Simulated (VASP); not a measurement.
SiGeTe2S2, 6 atoms in the cell. Symmetry: P4/mmm, No. 123, tetragonal system. Conventional cell: a = 5.648 Å, b = 5.648 Å, c = 4.912 Å, α = 90.00°, β = 90.00°, γ = 90.00°. Si (site symmetry 4/mmm) has 2 Ge at 2.46 Å and 4 Te at 2.82 Å within 3.2 Å. Ge (site symmetry 4/mmm) has 2 Si at 2.46 Å within 3.2 Å. Te (site symmetry mmm) has 2 Si at 2.82 Å and 4 S at 3.19 Å within 3.7 Å. Within 2.6 Å of S (site symmetry 4mm) lie 1 S at 1.94 Å. 

```yaml
Program: VASP 6.6.1
Task: single point
Functional: PBE
Potentials_or_basis: VASP PAW PBE potentials, release 64 (Si, Ge_d, Te, S)
Cutoff: 520 eV
k_mesh: 8 × 8 × 8
Occupations: gaussian, width 0.1 eV
Spin: no spin polarisation
Dipole_correction: no
Further_INCAR_settings: ALGO = Normal; EDIFF = 1e-06; NBANDS = 30
```

Potentials or basis: VASP PAW PBE potentials, release 64 (Si, Ge_d, Te, S).

Launch:

```bash
$ cat potpaw_PBE.64/Si/POTCAR potpaw_PBE.64/Ge_d/POTCAR potpaw_PBE.64/Te/POTCAR potpaw_PBE.64/S/POTCAR > POTCAR
$ mpirun -np 1 vasp_std > vasp.out
```

Hardware: 1 thread of AMD EPYC 9R45 96-Core Processor (Zen 5), on a shared host.

Question: Estimate the wall time of this run.

Answer: It took 2.6 min on 1 thread of AMD EPYC 9R45 96-Core Processor (Zen 5) (shared host), peak memory 0.47 GiB. Counts: scf iterations 13, k points 75.
